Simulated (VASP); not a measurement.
# CsO (Immm) in VASP: a series of runs

The runs below take CsO through single point, with LDA.

Program: VASP 6.6.1. These are calculated values, not measurements. Logs are shortened: lines on timing, memory, paths and dates and some standing lists are left out, and cuts for length are marked.

### 1 The cell of the first run

Symmetry: Immm, No. 71, orthorhombic system. The conventional cell has a = 4.106 Å, b = 6.109 Å, c = 7.705 Å, α = 90.00°, β = 90.00°, γ = 90.00°. Cs (site symmetry mm2) has 6 O at 2.91 to 3.02 Å and 6 Cs at 3.68 to 3.85 Å within 3.9 Å. O (site symmetry m2m) has 1 O at 1.47 Å within 2.0 Å.

### 2 Single point, LDA (strain -0.050 along x and y, +0.025 along z)

File INCAR:

```
PREC     = Accurate       # precision mode
ENCUT    = 520            # plane-wave cutoff, eV
EDIFF    = 1E-7           # SCF threshold, eV
ISMEAR   = 0              # smearing method
SIGMA    = 0.05           # smearing width, eV
LREAL    = False          # projectors in reciprocal space
LASPH    = True           # aspherical terms in the spheres
NELM     = 80             # most SCF steps
ALGO     = Normal         # electronic algorithm
ISIF     = 2              # what is computed and relaxed
LWAVE    = False          # write WAVECAR
LCHARG   = False          # write CHGCAR
GGA      = CA             # functional
NBANDS   = 23             # bands
```

File KPOINTS:

```
Automatic mesh
0
Gamma
  8 8 8
```

File POSCAR:

```
CsO
1.0
   -2.0529500000      3.0542500000      3.8524625000
    2.0529500000     -3.0542500000      3.8524625000
    2.0529500000      3.0542500000     -3.8524625000
Cs O
2 2
Direct
    0.2500000000      0.2500000000      0.0000000000
    0.7500000000      0.7500000000      0.0000000000
    0.6200000000      0.0000000000      0.6200000000
    0.3800000000      0.0000000000      0.3800000000
```

Potentials or basis: VASP PAW LDA potentials, release 64 (Cs_sv, O).

On the command line:

```sh
> cat potpaw_LDA.64/Cs_sv/POTCAR potpaw_LDA.64/O/POTCAR > POTCAR
> mpirun -np 1 vasp_std > vasp.out
```

OUTCAR:

```text
PREC = Accurate
   ENCUT = 520
   EDIFF = 1E-7
   ISMEAR = 0
   LREAL = False
   LASPH = True
   NELM = 80
   ISIF = 2
   GGA = CA

 ion  position               nearest neighbor table
   1  0.250  0.250  0.000-
   2  0.750  0.750  0.000-
   3  0.620  0.000  0.620-   4 1.47
   4  0.380  0.000  0.380-   3 1.47

  LATTYP: Found a body centered orthorhombic cell.
 ALAT       =     4.1059000000
 B/A-ratio  =     1.4877371587
 C/A-ratio  =     1.8765495994

  Lattice vectors:

 A1 = (  -2.0529500000,   3.0542500000,   3.8524625000)
 A2 = (   2.0529500000,  -3.0542500000,   3.8524625000)
 A3 = (   2.0529500000,   3.0542500000,  -3.8524625000)

Analysis of symmetry for initial positions (statically):
=====================================================================
 Subroutine PRICEL returns:
 Original cell was already a primitive cell.

 Routine SETGRP: Setting up the symmetry group for a
 body centered orthorhombic supercell.

 Subroutine GETGRP returns: Found  8 space group operations
 (whereof  8 operations were pure point group operations)
 out of a pool of  8 trial point group operations.

The static configuration has the point symmetry D_2h.

Analysis of symmetry for dynamics (positions and initial velocities):
=====================================================================
 Subroutine PRICEL returns:
 Original cell was already a primitive cell.

 Routine SETGRP: Setting up the symmetry group for a
 body centered orthorhombic supercell.

 Subroutine GETGRP returns: Found  8 space group operations
 (whereof  8 operations were pure point group operations)
 out of a pool of  8 trial point group operations.

The dynamic configuration has the point symmetry D_2h.

 Subroutine INISYM returns: Found  8 space group operations
 (whereof  8 operations are pure point group operations),
 and found     1 'primitive' translations

----------------------------------------------------------------------------------------

                                     Primitive cell

  volume of cell :      96.6232

  direct lattice vectors                    reciprocal lattice vectors
    -2.052950000  3.054250000  3.852462500     0.000000000  0.163706311  0.129787117
     2.052950000 -3.054250000  3.852462500     0.243551962  0.000000000  0.129787117
     2.052950000  3.054250000 -3.852462500     0.243551962  0.163706311  0.000000000

  length of vectors
     5.327711899  5.327711899  5.327711899     0.208912546  0.275975096  0.293457517

  position of ions in fractional coordinates (direct lattice)
     0.250000000  0.250000000  0.000000000
     0.750000000  0.750000000  0.000000000
     0.620000000  0.000000000  0.620000000
     0.380000000  0.000000000  0.380000000

  ion indices of the primitive-cell ions
   primitive index   ion index
                 1           1
                 2           2
                 3           3
                 4           4

----------------------------------------------------------------------------------------

 KPOINTS: Automatic mesh

Automatic generation of k-mesh.
 Grid dimensions read from file:
 generate k-points for:    8    8    8

 Generating k-lattice:

  Cartesian coordinates                     Fractional coordinates (reciprocal lattice)
     0.000000000  0.020463289  0.016223390     0.125000000 -0.000000000  0.000000000
     0.030443995  0.000000000  0.016223390    -0.000000000  0.125000000  0.000000000
     0.030443995  0.020463289  0.000000000     0.000000000  0.000000000  0.125000000

  Length of vectors
     0.026114068  0.034496887  0.036682190

  Shift w.r.t. Gamma in fractional coordinates (k-lattice)
     0.000000000  0.000000000  0.000000000

 Subroutine IBZKPT returns following result:
 ===========================================

 Found     95 irreducible k-points:

 Following reciprocal coordinates:
            Coordinates               Weight
  0.000000  0.000000  0.000000      1.000000
  0.125000  0.000000 -0.000000      4.000000
  0.250000  0.000000 -0.000000      4.000000
  0.375000  0.000000 -0.000000      4.000000
  0.500000  0.000000 -0.000000      2.000000
  0.000000  0.125000 -0.000000      4.000000
[... 16 lines left out ...]
  0.125000  0.375000  0.000000      8.000000
  0.250000  0.375000 -0.000000      8.000000
 [... further k-points ...]
   k-points           NKPTS =     95   k-points in BZ     NKDIM =     95   number of bands    NBANDS=     23
   number of dos      NEDOS =    301   number of ions     NIONS =      4
   total plane-waves  NPLWV =  64000
   dimension x,y,z NGX =    40 NGY =   40 NGZ =   40
   dimension x,y,z NGXF=    80 NGYF=   80 NGZF=   80
   ions per type =               2   2
   NGX,Y,Z   is equivalent  to a cutoff of  12.48, 12.48, 12.48 a.u.
   NGXF,Y,Z  is equivalent  to a cutoff of  24.96, 24.96, 24.96 a.u.
 SYSTEM =  unknown system
   PREC   = accura    normal or accurate (medium, high low for compatibility)
   ISTART =      0    job   : 0-new  1-cont  2-samecut
   ICHARG =      2    charge: 1-file 2-atom 10-const
   ISPIN  =      1    spin polarized calculation?
   LNONCOLLINEAR =      F non collinear calculations
   LSORBIT =      F    spin-orbit coupling
   LASPH  =      T    aspherical Exc in radial PAW
   ENCUT  =  520.0 eV  38.22 Ry    6.18 a.u.   9.91  9.91  9.91*2*pi/ulx,y,z
   NELM   =     80;   NELMIN=  2; NELMDL= -5     # of ELM steps
   EDIFF  = 0.1E-06   stopping-criterion for ELM
   LREAL  =      F    real-space projection
   EDIFFG = 0.1E-05   stopping-criterion for IOM
   NSW    =      0    number of steps for IOM
   IBRION =     -1    ionic relax: 0-MD 1-quasi-New 2-CG
   NFREE  =      0    steps in history (QN), initial steepest desc. (CG)
   ISIF   =      2    stress and relaxation
   ISYM   =      2    0-nonsym 1-usesym 2-fastsym
   POTIM  = 0.5000    time-step for ionic-motion
   TEBEG  =    0.0;   TEEND  =   0.0 temperature during run
   PSTRESS=    0.0 pullay stress
   NELECT =      30.0000    total number of electrons
   NUPDOWN=      -1.0000    fix difference up-down
   EMIN   =  10.00;   EMAX   =-10.00  energy-range for DOS
   EFERMI =   0.00;   METHOD = LEGACY
   ISMEAR =     0;   SIGMA  =   0.05  broadening in eV -4-tet -1-fermi 0-gaus
   EFERMI_NEDOS =   21; number of points for ismear=-14 and -15
   IALGO  =     38    algorithm
   IMIX   =      4    mixing-type and parameters
     AMIX     =   0.40;   BMIX     =  1.00
     AMIX_MAG =   1.60;   BMIX_MAG =  1.00
  volume/ion in A,a.u.               =      24.16       163.01
  Fermi-wavevector in a.u.,A,eV,Ry     =   1.108549  2.094853 16.719932  1.228880
  Thomas-Fermi vector in A             =   2.245077
   LORBIT       =      0    0 simple, 1 ext, 2 COOP (PROOUT), +10 PAW based schemes
   GGA     = CA    functional components
   LHFCALC =     F    Hartree Fock is set to
   AEXX    =    0.0000 exact exchange contribution
   IVDW    =     0    specifies the selected vdW correction
   LEPSILON=     F    determine dielectric tensor
   LRPA    =     F    only Hartree local field effects (RPA)
 non-spin polarized calculation
 Gauss-broadening in eV      SIGMA  =   0.05
  energy-cutoff  :      520.00
  volume of cell :       96.62
 maximum number of plane-waves:      2624
   NGX = 19   NGY = 19   NGZ = 19

 number of electron      29.9999999 magnetization

 Free energy of the ion-electron system (eV)
  ---------------------------------------------------
  ext. energy  EPLUGINS =         0.00000000
  ---------------------------------------------------
  free energy    TOTEN  =       -17.92748290 eV

  energy without entropy =      -17.92748290  energy(sigma->0) =      -17.92748290

 E-fermi :   3.0455     XC(G=0):  -9.2731

 val. band max:        2.7708503233   @ k =   0.0000   0.0000   0.0000
 cond. band min:       4.3578624176   @ k =   0.5000   0.5000   0.5000
 fundamental gap:      1.5870120943
 Fermi energy:         3.0454991155

 k-point     1 :       0.0000    0.0000    0.0000
  band No.  band energies     occupation
      1     -19.6389      2.00000
      2     -18.7192      2.00000
      3     -17.7162      2.00000
      4     -11.3844      2.00000
      5      -7.0805      2.00000
      6      -6.2603      2.00000
[... 15 lines left out ...]
     22       9.2567      0.00000
     23       9.6553      0.00000

 k-point     2 :       0.1250    0.0000   -0.0000
  band No.  band energies     occupation
      1     -19.6058      2.00000
      2     -18.7481      2.00000
      3     -17.7314      2.00000
      4     -11.3921      2.00000
      5      -6.9965      2.00000
      6      -6.2268      2.00000
[... 15 lines left out ...]
     22       9.2450      0.00000
     23       9.5392      0.00000

 k-point     3 :       0.2500    0.0000   -0.0000
  band No.  band energies     occupation
      1     -19.5128      2.00000
      2     -18.8320      2.00000
      3     -17.7675      2.00000
      4     -11.4073      2.00000
      5      -6.7864      2.00000
      6      -6.1194      2.00000
[... 15 lines left out ...]
     22       9.2155      0.00000
     23       9.3216      0.00000

 k-point     4 :       0.3750    0.0000   -0.0000
  band No.  band energies     occupation
      1     -19.3817      2.00000
      2     -18.9551      2.00000
      3     -17.8028      2.00000
      4     -11.4182      2.00000
      5      -6.5168      2.00000
      6      -5.9950      2.00000
[... 15 lines left out ...]
     22       9.1760      0.00000
     23       9.1857      0.00000

 k-point     5 :       0.5000    0.0000   -0.0000
  band No.  band energies     occupation
      1     -19.2921      2.00000
      2     -19.0417      2.00000
      3     -17.8170      2.00000
      4     -11.4215      2.00000
      5      -6.2154      2.00000
      6      -6.1894      2.00000
[... 434 lines left out ...]
 k-point    22 :       0.0000    0.3750   -0.0000
  band No.  band energies     occupation
      1     -19.1781      2.00000
      2     -18.8376      2.00000
      3     -18.0165      2.00000
      4     -11.4089      2.00000
      5      -6.6714      2.00000
      6      -6.3743      2.00000
[... 15 lines left out ...]
     22       9.1551      0.00000
     23       9.9063      0.00000

 k-point    23 :       0.1250    0.3750    0.0000
  band No.  band energies     occupation
      1     -19.1155      2.00000
      2     -18.8745      2.00000
      3     -18.0525      2.00000
      4     -11.4157      2.00000
      5      -6.8468      2.00000
      6      -6.3565      2.00000
[... 15 lines left out ...]
     22       9.4862      0.00000
     23       9.6169      0.00000

 k-point    24 :       0.2500    0.3750   -0.0000
  band No.  band energies     occupation
      1     -19.0353      2.00000
      2     -18.9276      2.00000
      3     -18.0898      2.00000
      4     -11.4072      2.00000
      5      -7.0308      2.00000
      6      -6.6010      2.00000
[... 15 lines left out ...]
     22       9.7044      0.00000
     23       9.9317      0.00000

 [... further k-points ...]
[... 5 lines left out ...]
  --------------------------------------------------------------------------------------
  -------------------------------------------------------------------------------------
  Total       -0.0604963      0.6441747     -1.7977713     -0.0000000      0.0000000      0.0000000
  in kB       -1.0031321     10.6815151    -29.8101156     -0.0000000      0.0000000      0.0000000
  external PRESSURE =      -6.7105775 kB  Pullay stress =       0.0000000 kB

 VOLUME and BASIS-vectors are now :
 -----------------------------------------------------------------------------
  energy-cutoff  :      520.00
  volume of cell :       96.62
      direct lattice vectors                 reciprocal lattice vectors
    -2.052950000  3.054250000  3.852462500     0.000000000  0.163706311  0.129787117
     2.052950000 -3.054250000  3.852462500     0.243551962  0.000000000  0.129787117
     2.052950000  3.054250000 -3.852462500     0.243551962  0.163706311  0.000000000

 POSITION                                       TOTAL-FORCE (eV/Angst)
 -----------------------------------------------------------------------------------
      0.00000      0.00000      1.92623        -0.000000     -0.000000      0.147053
      0.00000      0.00000      5.77869         0.000000      0.000000     -0.147053
      0.00000      3.78727      0.00000        -0.000000      0.240265      0.000000
      0.00000      2.32123      0.00000        -0.000000     -0.240265      0.000000
 -----------------------------------------------------------------------------------
    total drift:                               -0.000000     -0.000000      0.000000

  FREE ENERGIE OF THE ION-ELECTRON SYSTEM (eV)
  ---------------------------------------------------
  free  energy   TOTEN  =       -17.9274828984 eV

  energy  without entropy=      -17.9274828984  energy(sigma->0) =      -17.92748290
```

Run time: 4.6 min. Hardware: 1 thread of Intel Xeon 8259CL, shared host; peak memory 0.32 GiB.

Results:

```yaml
Free_energy: -17.9275 eV
Pressure: -0.7 GPa
Largest_force: 0.240 eV/Å
Band_gap_on_the_k_mesh: 1.59 eV (least direct gap 1.79 eV)
```

Forces on the atoms (eV/Å):
```
Cs   0.000  0.000  0.147
Cs   0.000  0.000 -0.147
O    0.000  0.240  0.000
O    0.000 -0.240  0.000
```

Stress tensor (GPa, compression positive):
```
-0.10  0.00  0.00
 0.00  1.07  0.00
 0.00  0.00 -2.98
```

Caveat: the cell differs from its parent crystal (strain -0.050 along x and y, +0.025 along z); spin-orbit coupling is left out, which moves the levels of the heavy elements. A k mesh can miss the band edges.

### 3 Single point, LDA (strain -0.025 along x and y, +0.025 along z)

File INCAR:

```
PREC = Accurate
ENCUT = 520
EDIFF = 1E-6
ISMEAR = 0
SIGMA = 0.05
LREAL = False
LASPH = True
NELM = 80
ALGO = Normal
ISIF = 2
LWAVE = False
LCHARG = False
NBANDS = 23
```

File KPOINTS:

```
regular mesh
0
Gamma
  8 8 8
```

File POSCAR:

```
CsO
1.0
   -2.1069750000      3.1346250000      3.8524625000
    2.1069750000     -3.1346250000      3.8524625000
    2.1069750000      3.1346250000     -3.8524625000
Cs O
2 2
Direct
    0.2500000000      0.2500000000      0.0000000000
    0.7500000000      0.7500000000      0.0000000000
    0.6200000000      0.0000000000      0.6200000000
    0.3800000000      0.0000000000      0.3800000000
```

Potentials or basis: VASP PAW LDA potentials, release 64 (Cs_sv, O).

On the command line:

```sh
> cat potpaw_LDA.64/Cs_sv/POTCAR potpaw_LDA.64/O/POTCAR > POTCAR
> mpirun -np 1 vasp_std > vasp.out
```

Wall time 3.5 min (1 thread of Intel Xeon Platinum 8488C (Sapphire Rapids), shared host); peak memory 0.32 GiB.

Results (log left out):

```yaml
Free_energy: -17.9036 eV
Pressure: -2.6 GPa
Largest_force: 0.500 eV/Å
Band_gap_on_the_k_mesh: 1.60 eV (least direct gap 1.72 eV)
```

Forces on the atoms (eV/Å):
```
Cs   0.000  0.000  0.228
Cs   0.000  0.000 -0.228
O    0.000 -0.500  0.000
O    0.000  0.500  0.000
```

Stress tensor (GPa, compression positive):
```
-1.70  0.00  0.00
 0.00 -2.38  0.00
 0.00  0.00 -3.76
```

Levels at points of the mesh, in eV from the valence-band top:
```
           k point  band 12  band 13  band 14  band 15  band 16  band 17  band 18  band 19
(0.00, 0.00, 0.00)    -3.92    -3.82    -0.68     0.00     1.72     2.10     2.76     3.74
(0.50, 0.00, 0.00)    -3.83    -3.71    -0.49    -0.49     2.34     3.47     3.64     5.13
(0.00, 0.50, 0.00)    -3.56    -3.39    -0.85    -0.39     2.79     3.31     4.96     5.29
(0.50, 0.50, 0.00)    -3.58    -3.51    -0.87    -0.78     2.61     2.95     3.27     4.15
(0.50, 0.50, 0.50)    -4.05    -3.57    -0.74    -0.40     1.76     3.43     3.51     3.98
```

Caveat: the cell differs from its parent crystal (strain -0.025 along x and y, +0.025 along z); spin-orbit coupling is left out, which moves the levels of the heavy elements. A k mesh can miss the band edges.
